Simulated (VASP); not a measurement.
# Li2Sm (P6/mmm) in VASP: further runs

The runs below take Li2Sm through relaxation of cell and atoms, with PBE.

All numbers are computed with VASP 6.6.1; they aren't measurements. Logs are shortened: lines on timing, memory, paths and dates and some standing lists are left out, and cuts for length are marked.

## 1. The cell of the first run

It takes space group P6/mmm (No. 191, hexagonal). Conventional cell: a = 4.038 Å, b = 4.038 Å, c = 5.228 Å, α = 90.00°, β = 90.00°, γ = 120.00°. Li (site symmetry -6m2) has 3 Li at 2.33 Å within 3.1 Å. Sm (site symmetry 6/mmm) has 12 Li at 3.50 Å and 6 Sm at 4.04 Å within 4.6 Å.

The cell was built from a structure type or drawn by symmetry, and may not be a known phase.

## 2. Relaxation of cell and atoms, PBE

The input, INCAR:

```
SYSTEM = Li2Sm
PREC     = Accurate       ! precision mode
ENCUT    = 750            ! plane-wave cutoff, eV
EDIFF    = 1E-7           ! SCF threshold, eV
ISMEAR   = 0              ! smearing method
SIGMA    = 0.1            ! smearing width, eV
LREAL    = .FALSE.        ! projectors in reciprocal space
LASPH    = .TRUE.         ! aspherical terms in the spheres
NELM     = 200            ! most SCF steps
ALGO     = Normal         ! electronic algorithm
ISIF     = 3              ! what is computed and relaxed
LWAVE    = .FALSE.        ! write WAVECAR
LCHARG   = .FALSE.        ! write CHGCAR
GGA      = PE             ! functional
IBRION   = 2              ! ionic algorithm
NSW      = 100            ! ionic steps
EDIFFG   = -0.01          ! ionic threshold
GGA_COMPAT= .FALSE.      
NELMIN   = 4            
LMAXMIX  = 6              ! l up to which the mixer works
```

The input, KPOINTS:

```
regular mesh
0
G
  12 12 10
  0 0 0
```

The input, POSCAR:

```
Li2Sm
1.0
    4.0376896379      0.0000000000      0.0000000000
   -2.0188448190      3.4967417990      0.0000000000
    0.0000000000      0.0000000000      5.2277607129
Li Sm
2 1
Direct
    0.3333333333      0.6666666667      0.5000000000
    0.6666666667      0.3333333333      0.5000000000
    0.0000000000      0.0000000000      0.0000000000
```

Potentials or basis: VASP PAW PBE potentials, release 64 (Li_sv, Sm_3), 4f in core.

Run with:

```bash
> cat potpaw_PBE.64/Li_sv/POTCAR potpaw_PBE.64/Sm_3/POTCAR > POTCAR
> mpirun -np 1 vasp_std > vasp.out
```

OUTCAR:

```text
SYSTEM = Li2Sm
   PREC = Accurate
   ENCUT = 750
   EDIFF = 1E-7
   ISMEAR = 0
   LREAL = .FALSE.
   LASPH = .TRUE.
   NELM = 200
   ISIF = 3
   GGA = PE
   IBRION = 2
   NSW = 100
   EDIFFG = -0.01
   NELMIN = 4

 ion  position               nearest neighbor table
   1  0.333  0.667  0.500-   2 2.33   2 2.33   2 2.33
   2  0.667  0.333  0.500-   1 2.33   1 2.33   1 2.33
   3  0.000  0.000  0.000-

  LATTYP: Found a hexagonal cell.
 ALAT       =     4.0376896379
 C/A-ratio  =     1.2947406021

  Lattice vectors:

 A1 = (   4.0376896379,   0.0000000000,   0.0000000000)
 A2 = (  -2.0188448190,   3.4967417990,   0.0000000000)
 A3 = (   0.0000000000,   0.0000000000,   5.2277607129)

Analysis of symmetry for initial positions (statically):
=====================================================================
 Subroutine PRICEL returns:
 Original cell was already a primitive cell.

 Routine SETGRP: Setting up the symmetry group for a
 hexagonal supercell.

 Subroutine GETGRP returns: Found 24 space group operations
 (whereof 24 operations were pure point group operations)
 out of a pool of 24 trial point group operations.

The static configuration has the point symmetry D_6h.

Analysis of symmetry for dynamics (positions and initial velocities):
=====================================================================
 Subroutine PRICEL returns:
 Original cell was already a primitive cell.

 Routine SETGRP: Setting up the symmetry group for a
 hexagonal supercell.

 Subroutine GETGRP returns: Found 24 space group operations
 (whereof 24 operations were pure point group operations)
 out of a pool of 24 trial point group operations.

The dynamic configuration has the point symmetry D_6h.

 Subroutine INISYM returns: Found 24 space group operations
 (whereof 24 operations are pure point group operations),
 and found     1 'primitive' translations

----------------------------------------------------------------------------------------

                                     Primitive cell

  volume of cell :      73.8095

  direct lattice vectors                    reciprocal lattice vectors
     4.037689638  0.000000000  0.000000000     0.247666386  0.142990255  0.000000000
    -2.018844819  3.496741799  0.000000000     0.000000000  0.285980509  0.000000000
     0.000000000  0.000000000  5.227760713     0.000000000  0.000000000  0.191286491

  length of vectors
     4.037689638  4.037689638  5.227760713     0.285980509  0.285980509  0.191286491

  position of ions in fractional coordinates (direct lattice)
     0.333333333  0.666666667  0.500000000
     0.666666667  0.333333333  0.500000000
     0.000000000  0.000000000  0.000000000

  ion indices of the primitive-cell ions
   primitive index   ion index
                 1           1
                 2           2
                 3           3

----------------------------------------------------------------------------------------

 KPOINTS: regular mesh

Automatic generation of k-mesh.
 Grid dimensions read from file:
 generate k-points for:   12   12   10

 Generating k-lattice:

  Cartesian coordinates                     Fractional coordinates (reciprocal lattice)
     0.020638865  0.011915855  0.000000000     0.083333333 -0.000000000  0.000000000
     0.000000000  0.023831709  0.000000000     0.000000000  0.083333333  0.000000000
     0.000000000  0.000000000  0.019128649     0.000000000  0.000000000  0.100000000

  Length of vectors
     0.023831709  0.023831709  0.019128649

  Shift w.r.t. Gamma in fractional coordinates (k-lattice)
     0.000000000  0.000000000  0.000000000

 Subroutine IBZKPT returns following result:
 ===========================================

 Found    114 irreducible k-points:

 Following reciprocal coordinates:
            Coordinates               Weight
  0.000000  0.000000  0.000000      1.000000
  0.083333  0.000000  0.000000      6.000000
  0.166667  0.000000  0.000000      6.000000
  0.250000  0.000000  0.000000      6.000000
  0.333333  0.000000  0.000000      6.000000
  0.416667  0.000000  0.000000      6.000000
[... 16 lines left out ...]
  0.250000  0.000000  0.100000     12.000000
  0.333333  0.000000  0.100000     12.000000
 [... further k-points ...]
   k-points           NKPTS =    114   k-points in BZ     NKDIM =    114   number of bands    NBANDS=     12
   number of dos      NEDOS =    301   number of ions     NIONS =      3
   total plane-waves  NPLWV =  62208
   dimension x,y,z NGX =    36 NGY =   36 NGZ =   48
   dimension x,y,z NGXF=    72 NGYF=   72 NGZF=   96
   ions per type =               2   1
   NGX,Y,Z   is equivalent  to a cutoff of  14.82, 14.82, 15.26 a.u.
   NGXF,Y,Z  is equivalent  to a cutoff of  29.64, 29.64, 30.53 a.u.
 SYSTEM =  Li2Sm
   PREC   = accura    normal or accurate (medium, high low for compatibility)
   ISTART =      0    job   : 0-new  1-cont  2-samecut
   ICHARG =      2    charge: 1-file 2-atom 10-const
   ISPIN  =      1    spin polarized calculation?
   LNONCOLLINEAR =      F non collinear calculations
   LSORBIT =      F    spin-orbit coupling
   LASPH  =      T    aspherical Exc in radial PAW
   ENCUT  =  750.0 eV  55.12 Ry    7.42 a.u.   9.02  9.02 11.67*2*pi/ulx,y,z
   NELM   =    200;   NELMIN=  4; NELMDL= -5     # of ELM steps
   EDIFF  = 0.1E-06   stopping-criterion for ELM
   LREAL  =      F    real-space projection
   EDIFFG = -.1E-01   stopping-criterion for IOM
   NSW    =    100    number of steps for IOM
   IBRION =      2    ionic relax: 0-MD 1-quasi-New 2-CG
   NFREE  =      1    steps in history (QN), initial steepest desc. (CG)
   ISIF   =      3    stress and relaxation
   ISYM   =      2    0-nonsym 1-usesym 2-fastsym
   POTIM  = 0.5000    time-step for ionic-motion
   TEBEG  =    0.0;   TEEND  =   0.0 temperature during run
   PSTRESS=    0.0 pullay stress
   NELECT =      17.0000    total number of electrons
   NUPDOWN=      -1.0000    fix difference up-down
   EMIN   =  10.00;   EMAX   =-10.00  energy-range for DOS
   EFERMI =   0.00;   METHOD = LEGACY
   ISMEAR =     0;   SIGMA  =   0.10  broadening in eV -4-tet -1-fermi 0-gaus
   EFERMI_NEDOS =   21; number of points for ismear=-14 and -15
   IALGO  =     38    algorithm
   IMIX   =      4    mixing-type and parameters
     AMIX     =   0.40;   BMIX     =  1.00
     AMIX_MAG =   1.60;   BMIX_MAG =  1.00
  volume/ion in A,a.u.               =      24.60       166.03
  Fermi-wavevector in a.u.,A,eV,Ry     =   1.003507  1.896353 13.701425  1.007026
  Thomas-Fermi vector in A             =   2.136063
   LORBIT       =      0    0 simple, 1 ext, 2 COOP (PROOUT), +10 PAW based schemes
   GGA     = PE    functional components
   LHFCALC =     F    Hartree Fock is set to
   AEXX    =    0.0000 exact exchange contribution
   IVDW    =     0    specifies the selected vdW correction
   LEPSILON=     F    determine dielectric tensor
   LRPA    =     F    only Hartree local field effects (RPA)
 conjugate gradient relaxation of ions
 non-spin polarized calculation
 Gauss-broadening in eV      SIGMA  =   0.10
  energy-cutoff  :      750.00
  volume of cell :       73.81
 maximum number of plane-waves:      3471
 NGX is ok and might be reduce to    36
   NGX = 17   NGY = 17   NGZ = 23

--------------------------------------- Ionic step        1  -------------------------------------------

 number of electron      16.9999997 magnetization

 Free energy of the ion-electron system (eV)
  ---------------------------------------------------
  ext. energy  EPLUGINS =         0.00000000
  ---------------------------------------------------
  free energy    TOTEN  =        -7.55266477 eV

  energy without entropy =       -7.52919122  energy(sigma->0) =       -7.54092799

------------------------ aborting loop because EDIFF is reached ----------------------------------------

  FORCE on cell =-STRESS in cart. coord.  units (eV):
  Direction    XX          YY          ZZ          XY          YZ          ZX
  --------------------------------------------------------------------------------------
  -------------------------------------------------------------------------------------
  Total        0.1516215      0.1516215     -0.0342949     -0.0000000      0.0000000      0.0000000
  in kB        3.2912366      3.2912366     -0.7444370     -0.0000000      0.0000000      0.0000000
  external PRESSURE =       1.9460121 kB  Pullay stress =       0.0000000 kB
[... 207 lines left out ...]
  energy  without entropy=       -7.5279600380  energy(sigma->0) =       -7.54187389

--------------------------------------- Ionic step        7  -------------------------------------------

 number of electron      17.0000010 magnetization

 Free energy of the ion-electron system (eV)
  ---------------------------------------------------
  ext. energy  EPLUGINS =         0.00000000
  ---------------------------------------------------
  free energy    TOTEN  =        -7.55623260 eV

  energy without entropy =       -7.52723109  energy(sigma->0) =       -7.54173184

 E-fermi :   1.7308     XC(G=0):  -8.3070

 val. band max:        1.7305593454   @ k =   0.2500   0.1667   0.0000
 cond. band min:       1.7427939331   @ k =   0.3333   0.1667   0.1000
 fundamental gap:      0.0122345878
 Fermi energy:         1.7308233255

 k-point     1 :       0.0000    0.0000    0.0000
  band No.  band energies     occupation
      1     -44.6067      2.00000
      2     -44.4930      2.00000
      3     -39.9844      2.00000
      4     -19.3194      2.00000
      5     -19.2309      2.00000
      6     -19.2309      2.00000
      7      -2.2574      2.00000
      8       1.3423      2.00000
      9       2.5039      0.00000
     10       2.9019      0.00000
     11       2.9019      0.00000
     12       4.5606      0.00000
[... 331 lines left out ...]
 k-point    24 :       0.3333    0.0000    0.1000
  band No.  band energies     occupation
      1     -44.5826      2.00000
      2     -44.5170      2.00000
      3     -39.9768      2.00000
      4     -19.3681      2.00000
      5     -19.3009      2.00000
      6     -19.2642      2.00000
      7      -0.9805      2.00000
      8       1.4015      2.00000
      9       1.7767      0.51634
     10       1.9078      0.01234
     11       3.6828      0.00000
     12       4.3644      0.00000

 [... further k-points ...]

------------------------ aborting loop because EDIFF is reached ----------------------------------------

  FORCE on cell =-STRESS in cart. coord.  units (eV):
  Direction    XX          YY          ZZ          XY          YZ          ZX
  --------------------------------------------------------------------------------------
  -------------------------------------------------------------------------------------
  Total        0.0288454      0.0288454     -0.0175692     -0.0000000     -0.0000000     -0.0000000
  in kB        0.6140307      0.6140307     -0.3739944     -0.0000000     -0.0000000     -0.0000000
  external PRESSURE =       0.2846890 kB  Pullay stress =       0.0000000 kB
[... 18 lines left out ...]
  FREE ENERGIE OF THE ION-ELECTRON SYSTEM (eV)
  ---------------------------------------------------
  free  energy   TOTEN  =        -7.5562325967 eV

  energy  without entropy=       -7.5272310897  energy(sigma->0) =       -7.54173184

 reached required accuracy - stopping structural energy minimisation
```

It took 14 min on 1 thread of AMD EPYC 7R43 (Zen 3), shared host; peak memory 0.34 GiB.

Results:

| Property | Result |
| --- | --- |
| Free energy | -7.5562 eV |
| Relaxed volume | 25.09 Å³/atom |
| Relaxed cell | a = 4.132 Å, b = 4.132 Å, c = 5.091 Å, α = 90.00°, β = 90.00°, γ = 120.00° |
| Space group after relaxing (to 0.1 Å) | P6/mmm (No. 191) |
| Energy gained by relaxing | 1.2 meV/atom |
| Ionic steps | 7 |
| Pressure after relaxing | 0.0 GPa |
| Band gap on the k mesh | zero (an odd number of electrons rules out a gap without spin polarisation) |

Step by step:
| step | energy change (eV) | largest force (eV/Å) | pressure (GPa) | volume (Å³) |
| --- | --- | --- | --- | --- |
| 1 | 0.0000 | 0.0000 | 0.19 | 73.81 |
| 2 | -0.0007 | 0.0000 | 0.11 | 74.13 |
| 3 | -0.0016 | 0.0000 | -0.14 | 75.09 |
| 4 | -0.0022 | 0.0000 | -0.08 | 75.02 |
| 5 | -0.0031 | 0.0000 | 0.08 | 74.83 |
| 6 | -0.0031 | 0.0000 | 0.14 | 74.78 |
| 7 | -0.0036 | 0.0000 | 0.03 | 75.27 |

Final structure:
```yaml
crystal:
  lattice:
    - [4.13191, 0.00000, 0.00000]
    - [-2.06595, 3.57834, 0.00000]
    - [0.00000, 0.00000, 5.09055]
  atoms:
    - { symbol: Li, position: [0.33333, 0.66667, 0.50000] }
    - { symbol: Li, position: [0.66667, 0.33333, 0.50000] }
    - { symbol: Sm, position: [0.00000, 0.00000, 0.00000] }
```

Caveat: spin-orbit coupling is left out, which moves the levels of the heavy elements; the 4f electrons are frozen in the core, so they carry no moment and show no levels.

## 3. Relaxation of cell and atoms, PBE

This run uses another cell than the first one, of 24.75 Å³/atom.

The input, INCAR:

```
PREC     = Accurate       # precision mode
ENCUT    = 750            # plane-wave cutoff, eV
EDIFF    = 1E-7           # SCF threshold, eV
ISMEAR   = 0              # smearing method
SIGMA    = 0.1            # smearing width, eV
LREAL    = False          # projectors in reciprocal space
LASPH    = True           # aspherical terms in the spheres
NELM     = 200            # most SCF steps
ALGO     = Normal         # electronic algorithm
ISIF     = 3              # what is computed and relaxed
LWAVE    = False          # write WAVECAR
LCHARG   = False          # write CHGCAR
GGA      = PE             # functional
IBRION   = 2              # ionic algorithm
NSW      = 100            # ionic steps
EDIFFG   = -0.01          # ionic threshold
GGA_COMPAT= False        
NELMIN   = 4            
LMAXMIX  = 6              # l up to which the mixer works
```

The input, KPOINTS:

```
regular mesh
0
Gamma
  12 12 14
```

The input, POSCAR:

```
Li2Sm
1.0
    5.1237645780      0.0000000000      0.0000000000
   -2.5618822890      4.4373102875      0.0000000000
    0.0000000000      0.0000000000      3.2652529703
Li Sm
2 1
Direct
    0.3333333333      0.6666666667      0.5000000000
    0.6666666667      0.3333333333      0.5000000000
    0.0000000000      0.0000000000      0.0000000000
```

Potentials or basis: VASP PAW PBE potentials, release 64 (Li_sv, Sm_3), 4f in core.

Run with:

```bash
> cat potpaw_PBE.64/Li_sv/POTCAR potpaw_PBE.64/Sm_3/POTCAR > POTCAR
> mpirun -np 1 vasp_std > vasp.out
```

Wall time 5 min (1 thread of AMD EPYC 7R43 (Zen 3), shared host); peak memory 0.4 GiB.

It converged, with:

```yaml
Free_energy: -8.0429 eV
Relaxed_volume: 24.76 Å³/atom
Relaxed_cell: a = 5.124 Å, b = 5.124 Å, c = 3.267 Å, α = 90.00°, β = 90.00°, γ = 120.00°
Space_group_after_relaxing_to_0.1_Å: P6/mmm (No. 191)
Energy_gained_by_relaxing: 0.0 meV/atom
Ionic_steps: 2
Pressure_after_relaxing: 0.0 GPa
Band_gap_on_the_k_mesh: zero (an odd number of electrons rules out a gap without spin polarisation)
```

Final structure:
```
Li Sm
1.0
     5.12353    0.00000    0.00000
    -2.56176    4.43710    0.00000
     0.00000    0.00000    3.26716
Li Sm
2 1
Direct
  0.33333 0.66667 0.50000
  0.66667 0.33333 0.50000
  0.00000 0.00000 0.00000
```

Levels at points of the mesh, in eV from the Fermi level:
```csv
k point,band 5,band 6,band 7,band 8,band 9,band 10,band 11,band 12
"(0.00, 0.00, 0.00)",-20.67,-20.02,-3.74,-0.33,-0.26,-0.26,3.86,3.86
"(0.50, 0.00, 0.00)",-20.68,-20.02,-2.49,-1.30,-0.43,1.01,1.63,1.91
"(0.00, 0.00, 0.50)",-20.53,-20.53,-1.43,0.05,0.05,0.61,1.94,1.94
"(0.50, 0.00, 0.50)",-20.55,-20.54,-1.08,-0.48,0.13,0.89,1.63,3.08
```

Caveat: spin-orbit coupling is left out, which moves the levels of the heavy elements; the 4f electrons are frozen in the core, so they carry no moment and show no levels.
